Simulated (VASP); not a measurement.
Input of a VASP 6.6.1 run:

INCAR

```
SYSTEM = CdS
ALGO = Normal ; EDIFF = 1E-6
EDIFFG = -0.005 ; ENCUT = 600
GGA = RE ; IBRION = 2
ISIF = 3 ; ISMEAR = 1
IVDW = 12 ; LASPH = .True.
LCHARG = .False. ; LREAL = .False.
LWAVE = .False. ; NELM = 100
NSW = 80 ; PREC = Accurate
SIGMA = 0.1
```

File KPOINTS:

```
k-points
0
Gamma
  6 6 6
  0 0 0
```

POSCAR

```
CdS
1.0
    4.1245540000      0.0000000000      0.0000000000
    2.0622770000      3.5719685433      0.0000000000
    2.0622770000      1.1906561811      3.3676842389
Cd S
1 1
Direct
    0.0000000000      0.0000000000      0.0000000000
    0.2500000000      0.2500000000      0.2500000000
```

Potentials or basis: VASP PAW PBE potentials, release 64 (Cd, S).

Run with:

```console
$ cat potpaw_PBE.64/Cd/POTCAR potpaw_PBE.64/S/POTCAR > POTCAR
$ mpirun -np 1 vasp_std > vasp.out
```

Task: Estimate the dispersion energy per atom.

Result: -0.587 eV.

Task: Estimate the band gap on the k mesh.

Result: 1.27 eV, direct.

Task: Predict the space group after relaxing (to 0.05 Å).

Result: F-43m (No. 216).

The path:
| step | energy change (eV) | largest force (eV/Å) | pressure (GPa) | volume (Å³) |
| --- | --- | --- | --- | --- |
| 1 | 0.0000 | 0.0000 | 0.38 | 49.62 |
| 2 | -0.0003 | 0.0000 | -0.12 | 50.04 |
| 3 | -0.0004 | 0.0000 | 0.00 | 49.93 |

Caveat: the PAW data sets were made with another functional, which shifts forces and pressure a little. As with any semilocal functional, this revPBE gap is likely too small.
